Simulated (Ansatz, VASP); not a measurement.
## In: VASP beside Ansatz

```
In
1.0
     6.00497    0.00000    0.00000
     0.00000    6.00497    0.00000
     0.00000    0.00000    6.00497
In
8
Cartesian
  3.0025 3.0025 3.0025
  0.0000 0.0000 0.0000
  1.5012 0.0000 3.0025
  3.0025 1.5012 0.0000
  3.0025 4.5037 0.0000
  4.5037 0.0000 3.0025
  0.0000 3.0025 4.5037
  0.0000 3.0025 1.5012
```

Alike in both runs: functional r2SCAN; k mesh 6 × 6 × 6; occupations gaussian, width 0.1 eV; no spin polarisation.

Ansatz relaxed the structure, and its values are those at the end. VASP's run is a single point on that final structure, the one shown.

|  | VASP | Ansatz |
| --- | --- | --- |
| version | VASP 6.6.1 | Ansatz 0.2.0 |
| potentials or method | VASP PAW PBE potentials, release 64 (In_d), cutoff 550 eV | scalar-relativistic, plane waves, PAW |
| valence electrons in the cell | 104 | 104 |

```tsv
	VASP	Ansatz	Ansatz less VASP
gap on the k mesh at the Fermi level (eV)	none	none	-
pressure (GPa)	0.0	0.0	-0.02
```

VASP's potentials were made for PBE, not for r2SCAN. A gap of «none» marks a metal or a gap that the smearing closes. With one functional, cell and mesh, what is left measures potentials, basis and numerics.
